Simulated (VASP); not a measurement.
# Ni2Pt: relaxation of cell and atoms with PBE

The system is Ni2Pt.

```
Ni Pt
1.0
     2.57919    0.00000    0.00000
    -1.28960    2.23365    0.00000
     0.00000    0.00000   12.56626
Ni Pt
4 2
Cartesian
  0.0000 1.4891 11.5191
  0.0000 1.4891 7.3303
  1.2896 0.7445 1.0472
  1.2896 0.7445 5.2359
  0.0000 1.4891 3.1416
  1.2896 0.7445 9.4247
```

```json
{"Program": "VASP 6.6.1", "Task": "relaxation of cell and atoms", "Functional": "PBE", "Potentials or basis": "VASP PAW PBE potentials, release 64 (Ni, Pt)", "Cutoff": "600 eV", "k mesh": "6 × 6 × 2", "Occupations": "gaussian, width 0.1 eV", "Spin": "collinear spin, ferrimagnetic start", "Starting moments": "[-2.0, 2.0, -2.0, -2.0, 0.0, 0.0] μB", "Dipole correction": "no", "Further INCAR settings": "ALGO = Fast; EDIFF = 1e-07; IBRION = 2; EDIFFG = -0.04; NSW = 90; ISIF = 3"}
```

| Item | Value |
| --- | --- |
| Relaxed volume | 12.85 Å³/atom |
| Relaxed cell | a = 2.667 Å, b = 2.667 Å, c = 12.523 Å, α = 90.00°, β = 90.00°, γ = 120.00° |
| Space group after relaxing (to 0.1 Å) | P6_3/mmc (No. 194) |
| Energy gained by relaxing | 97.3 meV/atom |
| Ionic steps | 9 |
| Pressure after relaxing | 0.4 GPa |
| Largest force after relaxing | 0.017 eV/Å |
| Band gap on the k mesh | zero (filled and empty bands overlap) |
| Net moment | 0.00 μB per cell |
| Site moments | Ni -0.69, +0.69 (each value once); Pt -0.00 μB |
| Valence electrons inside the program's atomic spheres | Ni 9.17; Pt 9.45 |

Forces in eV/Å, atoms in the order of the input:
```
Ni   0.000  0.000 -0.017
Ni   0.000  0.000  0.012
Ni   0.000  0.000  0.014
Ni   0.000  0.000 -0.011
Pt   0.000  0.000  0.004
Pt   0.000  0.000 -0.003
```

Stress tensor (GPa, compression positive):
```
0.49 0.00 0.00
0.00 0.49 0.00
0.00 0.00 0.35
```

The path:
```tsv
step	energy change (eV)	largest force (eV/Å)	pressure (GPa)	volume (Å³)
1	0.0000	1.3311	17.74	72.39
2	0.2206	0.1701	-18.62	87.29
3	-0.4294	0.8917	-1.82	78.43
4	-0.4295	0.8810	-2.21	78.58
5	-0.5448	0.4650	-1.52	77.98
6	-0.5830	0.0735	-0.21	77.39
7	-0.5832	0.0251	-0.35	77.44
8	-0.5832	0.0474	-0.31	77.41
9	-0.5837	0.0168	0.44	77.11
```

Final structure:
```
Ni Pt
1.0
     2.66650    0.00000    0.00000
    -1.33325    2.30926    0.00000
     0.00000    0.00000   12.52289
Ni Pt
4 2
Direct
  0.33333 0.66667 0.92466
  0.33333 0.66667 0.57540
  0.66667 0.33333 0.07538
  0.66667 0.33333 0.42458
  0.33333 0.66667 0.24994
  0.66667 0.33333 0.75005
```

Levels at points of the mesh, in eV from the Fermi level:
Spin up:
```tsv
k point	band 29	band 30	band 31	band 32	band 33	band 34
(0.00, 0.00, 0.00)	-0.97	-0.55	-0.55	-0.20	-0.20	0.02
(0.50, 0.00, 0.00)	0.51	0.78	0.79	0.82	1.30	2.08
(0.00, 0.00, 0.50)	-0.77	-0.73	-0.52	-0.52	-0.23	-0.23
(0.50, 0.00, 0.50)	0.78	0.79	0.99	1.23	1.41	1.53
```
Spin down:
| k point | band 28 | band 29 | band 30 | band 31 | band 32 | band 33 | band 34 | band 35 |
| --- | --- | --- | --- | --- | --- | --- | --- | --- |
| (0.00, 0.00, 0.00) | -0.97 | -0.97 | -0.55 | -0.55 | -0.20 | -0.20 | 0.02 | 0.02 |
| (0.50, 0.00, 0.00) | 0.24 | 0.51 | 0.78 | 0.79 | 0.82 | 1.30 | 2.08 | 3.02 |
| (0.00, 0.00, 0.50) | -0.87 | -0.77 | -0.74 | -0.52 | -0.52 | -0.23 | -0.23 | 0.03 |
| (0.50, 0.00, 0.50) | 0.22 | 0.78 | 0.79 | 0.99 | 1.23 | 1.41 | 1.53 | 3.06 |

Wall time 26 min on 1 thread of AMD EPYC 9R45 96-Core Processor (Zen 5), on a shared host, peak memory 0.3 GiB.

Caveat: the k points lie up to 0.45 Å⁻¹ apart in the final cell, too coarse for converged energies and pressures of a metal; spin-orbit coupling is left out, which moves the levels of the heavy elements.
